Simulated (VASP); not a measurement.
# CaF2 (Fm-3m) in VASP: further runs

Runs on CaF2. Level: PBEsol. Tasks: phonons, dielectric tensor.

Program: VASP 6.6.1. These are calculated values, not measurements. Logs are shortened: lines on timing, memory, paths and dates and some standing lists are left out, and cuts for length are marked.

## (1) The cell of the first run

It takes space group Fm-3m (No. 225, cubic). Conventional cell: a = 5.425 Å, b = 5.425 Å, c = 5.425 Å, α = 90.00°, β = 90.00°, γ = 90.00°. Within 3.1 Å of Ca (site symmetry m-3m) lie 8 F at 2.35 Å. Within 3.1 Å of F (site symmetry -43m) lie 4 Ca at 2.35 Å and 6 F at 2.71 Å.

## (2) Phonons, PBEsol

POSCAR reads:

```
CaF2
1.0
    0.0000000000      2.7123156406      2.7123156406
    2.7123156406      0.0000000000      2.7123156406
    2.7123156406      2.7123156406      0.0000000000
  Ca              F
     1     2
Direct
     0.0000000000000000    0.0000000000000000    0.0000000000000000
     0.2500000000000000    0.2500000000000000    0.2500000000000000
     0.7500000000000000    0.7500000000000000    0.7500000000000000
```

INCAR.step1 reads:

```
ALGO = Fast
EDIFF = 1E-8
EDIFFG = -0.002
ENCUT = 600
GGA = PS
IBRION = 2
ISIF = 3
ISMEAR = 0
KPAR = 2
LASPH = T
LCHARG = F
LREAL = F
LWAVE = F
NELM = 80
NSW = 40
PREC = Accurate
SIGMA = 0.03
```

INCAR.step2 reads:

```
ALGO = Fast
EDIFF = 1E-8
ENCUT = 600
GGA = PS
IBRION = 6
ISIF = 2
ISMEAR = 0
KPAR = 2
LASPH = T
LCHARG = F
LREAL = F
LWAVE = F
NELM = 80
NFREE = 2
NSW = 1
POTIM = 0.015
PREC = Accurate
SIGMA = 0.03
```

KPOINTS reads:

```
k-points
0
Gamma
  8 8 8
```

Potentials or basis: VASP PAW PBE potentials, release 64 (Ca_sv, F).

On the command line:

```sh
> cat potpaw_PBE.64/Ca_sv/POTCAR potpaw_PBE.64/F/POTCAR > POTCAR
> cp INCAR.step1 INCAR
> mpirun -np 2 vasp_std > vasp.out
> cp CONTCAR POSCAR
> cp INCAR.step2 INCAR
> mpirun -np 2 vasp_std > vasp.out
```

OUTCAR:

```text
EDIFF = 1E-8
   ENCUT = 600
   GGA = PS
   IBRION = 6
   ISIF = 2
   ISMEAR = 0
   LASPH = T
   LREAL = F
   NELM = 80
   NFREE = 2
   NSW = 1
   POTIM = 0.015
   PREC = Accurate

 ion  position               nearest neighbor table
   1  0.000  0.000  0.000-   3 2.35   3 2.35   3 2.35   2 2.35   3 2.35   2 2.35   2 2.35   2 2.35

   2  0.250  0.250  0.250-   1 2.35   1 2.35   1 2.35   1 2.35
   3  0.750  0.750  0.750-   1 2.35   1 2.35   1 2.35   1 2.35

  LATTYP: Found a face centered cubic cell.
 ALAT       =     5.4251634968

  Lattice vectors:

 A1 = (   0.0000000000,   2.7125817484,   2.7125817484)
 A2 = (   2.7125817484,   0.0000000000,   2.7125817484)
 A3 = (   2.7125817484,   2.7125817484,   0.0000000000)

Analysis of symmetry for initial positions (statically):
=====================================================================
 Subroutine PRICEL returns:
 Original cell was already a primitive cell.

 Routine SETGRP: Setting up the symmetry group for a
 face centered cubic supercell.

 Subroutine GETGRP returns: Found 48 space group operations
 (whereof 48 operations were pure point group operations)
 out of a pool of 48 trial point group operations.

The static configuration has the point symmetry O_h .

Analysis of symmetry for dynamics (positions and initial velocities):
=====================================================================
 Subroutine PRICEL returns:
 Original cell was already a primitive cell.

 Routine SETGRP: Setting up the symmetry group for a
 face centered cubic supercell.

 Subroutine GETGRP returns: Found 48 space group operations
 (whereof 48 operations were pure point group operations)
 out of a pool of 48 trial point group operations.

The dynamic configuration has the point symmetry O_h .

 Subroutine INISYM returns: Found 48 space group operations
 (whereof 48 operations are pure point group operations),
 and found     1 'primitive' translations

----------------------------------------------------------------------------------------

                                     Primitive cell

  volume of cell :      39.9189

  direct lattice vectors                    reciprocal lattice vectors
     0.000000000  2.712581748  2.712581748    -0.184326242  0.184326242  0.184326242
     2.712581748  0.000000000  2.712581748     0.184326242 -0.184326242  0.184326242
     2.712581748  2.712581748  0.000000000     0.184326242  0.184326242 -0.184326242

  length of vectors
     3.836169898  3.836169898  3.836169898     0.319262416  0.319262416  0.319262416

  position of ions in fractional coordinates (direct lattice)
     0.000000000  0.000000000  0.000000000
     0.250000000  0.250000000  0.250000000
     0.750000000  0.750000000  0.750000000

  ion indices of the primitive-cell ions
   primitive index   ion index
                 1           1
                 2           2
                 3           3

----------------------------------------------------------------------------------------

 KPOINTS: k-points

Automatic generation of k-mesh.
 Grid dimensions read from file:
 generate k-points for:    8    8    8

 Generating k-lattice:

  Cartesian coordinates                     Fractional coordinates (reciprocal lattice)
    -0.023040780  0.023040780  0.023040780     0.125000000  0.000000000  0.000000000
     0.023040780 -0.023040780  0.023040780     0.000000000  0.125000000  0.000000000
     0.023040780  0.023040780 -0.023040780     0.000000000  0.000000000  0.125000000

  Length of vectors
     0.039907802  0.039907802  0.039907802

  Shift w.r.t. Gamma in fractional coordinates (k-lattice)
     0.000000000  0.000000000  0.000000000

 Subroutine IBZKPT returns following result:
 ===========================================

 Found     29 irreducible k-points:

 Following reciprocal coordinates:
            Coordinates               Weight
  0.000000  0.000000  0.000000      1.000000
  0.125000  0.000000  0.000000      8.000000
  0.250000  0.000000  0.000000      8.000000
  0.375000  0.000000  0.000000      8.000000
  0.500000  0.000000  0.000000      4.000000
  0.125000  0.125000  0.000000      6.000000
[... 16 lines left out ...]
  0.500000  0.250000  0.125000     48.000000
 -0.375000  0.250000  0.125000     24.000000
 [... further k-points ...]
   k-points           NKPTS =     29   k-points in BZ     NKDIM =     29   number of bands    NBANDS=     16
   number of dos      NEDOS =    301   number of ions     NIONS =      3
   total plane-waves  NPLWV =  32768
   dimension x,y,z NGX =    32 NGY =   32 NGZ =   32
   dimension x,y,z NGXF=    64 NGYF=   64 NGZF=   64
   ions per type =               1   2
   NGX,Y,Z   is equivalent  to a cutoff of  13.87, 13.87, 13.87 a.u.
   NGXF,Y,Z  is equivalent  to a cutoff of  27.74, 27.74, 27.74 a.u.
 SYSTEM =  unknown system
   PREC   = accura    normal or accurate (medium, high low for compatibility)
   ISTART =      0    job   : 0-new  1-cont  2-samecut
   ICHARG =      2    charge: 1-file 2-atom 10-const
   ISPIN  =      1    spin polarized calculation?
   LNONCOLLINEAR =      F non collinear calculations
   LSORBIT =      F    spin-orbit coupling
   LASPH  =      T    aspherical Exc in radial PAW
   ENCUT  =  600.0 eV  44.10 Ry    6.64 a.u.   7.66  7.66  7.66*2*pi/ulx,y,z
   NELM   =     80;   NELMIN=  2; NELMDL=  0     # of ELM steps
   EDIFF  = 0.1E-07   stopping-criterion for ELM
   LREAL  =      F    real-space projection
   EDIFFG = 0.1E-06   stopping-criterion for IOM
   NSW    =     73    number of steps for IOM
   IBRION =      6    ionic relax: 0-MD 1-quasi-New 2-CG
   NFREE  =      2    steps in history (QN), initial steepest desc. (CG)
   ISIF   =      2    stress and relaxation
   ISYM   =      2    0-nonsym 1-usesym 2-fastsym
   POTIM  = 0.0150    time-step for ionic-motion
   TEBEG  =    0.0;   TEEND  =   0.0 temperature during run
   PSTRESS=    0.0 pullay stress
   NELECT =      24.0000    total number of electrons
   NUPDOWN=      -1.0000    fix difference up-down
   EMIN   =  10.00;   EMAX   =-10.00  energy-range for DOS
   EFERMI =   0.00;   METHOD = LEGACY
   ISMEAR =     0;   SIGMA  =   0.03  broadening in eV -4-tet -1-fermi 0-gaus
   EFERMI_NEDOS =   21; number of points for ismear=-14 and -15
   IALGO  =     68    algorithm
   IMIX   =      4    mixing-type and parameters
     AMIX     =   0.40;   BMIX     =  1.00
     AMIX_MAG =   1.60;   BMIX_MAG =  1.00
  volume/ion in A,a.u.               =      13.31        89.80
  Fermi-wavevector in a.u.,A,eV,Ry     =   1.381717  2.611066 25.975449  1.909142
  Thomas-Fermi vector in A             =   2.506475
   LORBIT       =      0    0 simple, 1 ext, 2 COOP (PROOUT), +10 PAW based schemes
   GGA     = PS    functional components
   LHFCALC =     F    Hartree Fock is set to
   AEXX    =    0.0000 exact exchange contribution
   IVDW    =     0    specifies the selected vdW correction
   LEPSILON=     F    determine dielectric tensor
   LRPA    =     F    only Hartree local field effects (RPA)
 finite differences with symmetry
 non-spin polarized calculation
 RMM-DIIS sequential band-by-band and
 Gauss-broadening in eV      SIGMA  =   0.03
  energy-cutoff  :      600.00
  volume of cell :       39.92
 maximum number of plane-waves:      1363
   NGX = 15   NGY = 15   NGZ = 15

--------------------------------------- Ionic step        1  -------------------------------------------

 number of electron      23.9999987 magnetization

 Free energy of the ion-electron system (eV)
  ---------------------------------------------------
  ext. energy  EPLUGINS =         0.00000000
  ---------------------------------------------------
  free energy    TOTEN  =       -17.90472553 eV

  energy without entropy =      -17.90472553  energy(sigma->0) =      -17.90472553

------------------------ aborting loop because EDIFF is reached ----------------------------------------

  FORCE on cell =-STRESS in cart. coord.  units (eV):
  Direction    XX          YY          ZZ          XY          YZ          ZX
  --------------------------------------------------------------------------------------
  -------------------------------------------------------------------------------------
  Total       -0.0001962     -0.0001962     -0.0001962      0.0000000     -0.0000000      0.0000000
  in kB       -0.0078727     -0.0078727     -0.0078727      0.0000000     -0.0000000      0.0000000
  external PRESSURE =      -0.0078727 kB  Pullay stress =       0.0000000 kB
[... 133 lines left out ...]
  energy  without entropy=      -17.9041956090  energy(sigma->0) =      -17.90419561

--------------------------------------- Ionic step        5  -------------------------------------------

 number of electron      23.9999990 magnetization

 Free energy of the ion-electron system (eV)
  ---------------------------------------------------
  ext. energy  EPLUGINS =         0.00000000
  ---------------------------------------------------
  free energy    TOTEN  =       -17.90419563 eV

  energy without entropy =      -17.90419563  energy(sigma->0) =      -17.90419563

 E-fermi :  -0.8277     XC(G=0): -10.0026

 val. band max:       -0.9756293597   @ k =   0.0000   0.5000   0.5000
 cond. band min:       6.2340928840   @ k =   0.0000   0.0000   0.0000
 fundamental gap:      7.2097222437
 Fermi energy:        -0.8277388951

 k-point     1 :       0.0000    0.0000    0.0000
  band No.  band energies     occupation
      1     -36.6903      2.00000
      2     -20.8496      2.00000
      3     -20.0277      2.00000
      4     -17.7153      2.00000
      5     -17.7148      2.00000
      6     -17.7146      2.00000
[... 8 lines left out ...]
     15       8.2220      0.00000
     16      10.4198      0.00000
[... 420 lines left out ...]
  band No.  band energies     occupation
      1     -36.6445      2.00000
      2     -20.9203      2.00000
      3     -20.6670      2.00000
      4     -17.7910      2.00000
      5     -17.5494      2.00000
      6     -17.2745      2.00000
[... 8 lines left out ...]
     15       8.9523      0.00000
     16       9.4161      0.00000

 [... further k-points ...]

------------------------ aborting loop because EDIFF is reached ----------------------------------------

  FORCE on cell =-STRESS in cart. coord.  units (eV):
  Direction    XX          YY          ZZ          XY          YZ          ZX
  --------------------------------------------------------------------------------------
  -------------------------------------------------------------------------------------
  Total        0.0008347     -0.0006091     -0.0006091      0.0000000      0.0410527      0.0000000
  in kB        0.0335000     -0.0244468     -0.0244468      0.0000000      1.6476844      0.0000000
  external PRESSURE =      -0.0051312 kB  Pullay stress =       0.0000000 kB
[... 18 lines left out ...]
  FREE ENERGIE OF THE ION-ELECTRON SYSTEM (eV)
  ---------------------------------------------------
  free  energy   TOTEN  =       -17.9041956319 eV

  energy  without entropy=      -17.9041956319  energy(sigma->0) =      -17.90419563

 INTERNAL STRAIN TENSORS FROM DISPLACED ATOMS
 ============================================

 INTERNAL STRAIN TENSOR FOR ION    1 for displacements in x,y,z  (eV/Angst):
          X           Y           Z          XY          YZ          ZX
  --------------------------------------------------------------------------------
  x     0.00000     0.00000     0.00000     0.00000     0.00000     0.00000
  y     0.00000     0.00000     0.00000     0.00000     0.00000     0.00000
  z     0.00000     0.00000     0.00000     0.00000     0.00000     0.00000

 INTERNAL STRAIN TENSOR FOR ION    3 for displacements in x,y,z  (eV/Angst):
          X           Y           Z          XY          YZ          ZX
  --------------------------------------------------------------------------------
  x    -0.00000     0.00000     0.00000     0.00000     2.73111     0.00000
  y    -0.00000     0.00000    -0.00000     0.00000     0.00000     2.73111
  z     0.00000     0.00000     0.00000     2.73111     0.00000     0.00000

 Eigenvectors and eigenvalues of the dynamical matrix
 ----------------------------------------------------

   1 f  =    9.600009 THz    60.318638 2PiTHz  320.221843 cm-1    39.702431 meV
             X         Y         Z           dx          dy          dz
      0.000000  0.000000  0.000000    -0.000000   -0.000000    0.000000
      1.356291  1.356291  1.356291     0.702274    0.082534    0.000000
      4.068873  4.068873  4.068873    -0.702274   -0.082534   -0.000000

   2 f  =    9.600009 THz    60.318638 2PiTHz  320.221843 cm-1    39.702431 meV
             X         Y         Z           dx          dy          dz
      0.000000  0.000000  0.000000     0.000000   -0.000000    0.000000
      1.356291  1.356291  1.356291     0.000000   -0.000000   -0.707107
      4.068873  4.068873  4.068873    -0.000000    0.000000    0.707107
[... 37 lines left out ...]
   9 f/i=    0.008707 THz     0.054705 2PiTHz    0.290420 cm-1     0.036008 meV
             X         Y         Z           dx          dy          dz
      0.000000  0.000000  0.000000    -0.059152   -0.031556   -0.712530
      1.356291  1.356291  1.356291    -0.040819   -0.021776   -0.491694
      4.068873  4.068873  4.068873    -0.040819   -0.021776   -0.491694

 ELASTIC MODULI CONTR FROM IONIC RELAXATION (kBar)
 Direction    XX          YY          ZZ          XY          YZ          ZX
 --------------------------------------------------------------------------------
 XX          -0.0000      0.0000      0.0000     -0.0000      0.0000      0.0000
 YY           0.0000     -0.0000     -0.0000      0.0000     -0.0000     -0.0000
 ZZ           0.0000     -0.0000     -0.0000     -0.0000     -0.0000      0.0000
 XY          -0.0000      0.0000     -0.0000    -83.5775      0.0000      0.0000
 YZ           0.0000     -0.0000     -0.0000     -0.0000    -83.5775      0.0000
 ZX           0.0000     -0.0000      0.0000      0.0000      0.0000    -83.5775
 --------------------------------------------------------------------------------
```

It took 3.6 min on 2 MPI ranks of Intel Xeon Platinum 8259CL at 2.50GHz (Skylake/Cascade Lake), shared host; peak memory 0.26 GiB.

What came out:

| Quantity | Value |
| --- | --- |
| Highest phonon frequency at Γ, LO-TO splitting left out | 320 cm⁻¹ |

Phonon frequencies in cm⁻¹ (negative: imaginary):
```tsv
q point	frequencies
(0.000, 0.000, 0.000)	0 0 0 255 255 255 320 320 320
```

Caveat: the PAW data sets were made with another functional, which shifts forces and pressure a little.

[end of part 1 of 3]
